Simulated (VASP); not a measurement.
**Si3NiO8 (a cell with a defect): single point with r2SCAN**

Si3NiO8 (a cell with a defect):

```
CELL_PARAMETERS angstrom
4.59900 0.00000 0.00000
0.00000 4.59900 0.00000
0.00000 0.00000 6.13000
ATOMIC_POSITIONS crystal
Si 0.33960 0.33960 0.00000
Si 0.16040 0.83960 0.25000
Si 0.66040 0.66040 0.50000
Ni 0.83960 0.16040 0.75000
O 0.22380 0.18000 0.21640
O 0.32000 0.72380 0.46640
O 0.77620 0.82000 0.71640
O 0.68000 0.27620 0.96640
O 0.72380 0.32000 0.53360
O 0.82000 0.77620 0.28360
O 0.27620 0.68000 0.03360
O 0.18000 0.22380 0.78360
```

```yaml
Program: VASP 6.6.1
Task: single point
Functional: r2SCAN
Potentials_or_basis: VASP PAW PBE potentials, release 64 (Si, Ni, O)
Cutoff: 520 eV
k_mesh: 3 × 3 × 2
Occupations: fermi-dirac, width 0.05 eV
Spin: collinear spin, ferromagnetic start
Starting_moments: "[0.0, 0.0, 0.0, 1.65, 0.0, 0.0, 0.0, 0.0, 0.0, 0.0, 0.0, 0.0] μB"
Fixed_moment: 1.65 μB
```

```yaml
Pressure: 26.2 GPa
Largest_force: 5.625 eV/Å
Net_moment: 1.65 μB per cell
Site_moments: Si +0.01, +0.00; Ni +1.12; O -0.01, +0.00, +0.12, +0.09 μB
Valence_electrons_inside_the_program's_atomic_spheres: Si 1.71, 1.70; Ni 10.53; O 5.29, 5.20
```

Forces on the atoms (eV/Å):
```
Si  -0.277  0.398 -0.005
Si  -0.069  0.069  0.000
Si  -0.398  0.277  0.005
Ni   0.011 -0.011  0.000
O   -0.056  0.010  0.177
O   -0.012 -0.081  0.078
O   -0.714 -5.529 -0.753
O   -1.793  2.292  4.673
O   -2.292  1.793 -4.673
O   -0.010  0.056 -0.177
O    0.081  0.012 -0.078
O    5.529  0.714  0.753
```

Stress tensor (GPa, compression positive):
```
25.97 -0.19  2.32
-0.19 25.97  2.32
 2.32  2.32 26.65
```

Run time: 3 min on 1 thread of Intel(R) Xeon(R) 6975P-C (Granite Rapids) (shared host), peak memory 0.34 GiB.

Caveat: the k points lie up to 0.51 Å⁻¹ apart; the PAW data sets were made with another functional, which shifts forces and pressure a little; the total moment is fixed, so each spin has its own Fermi level.
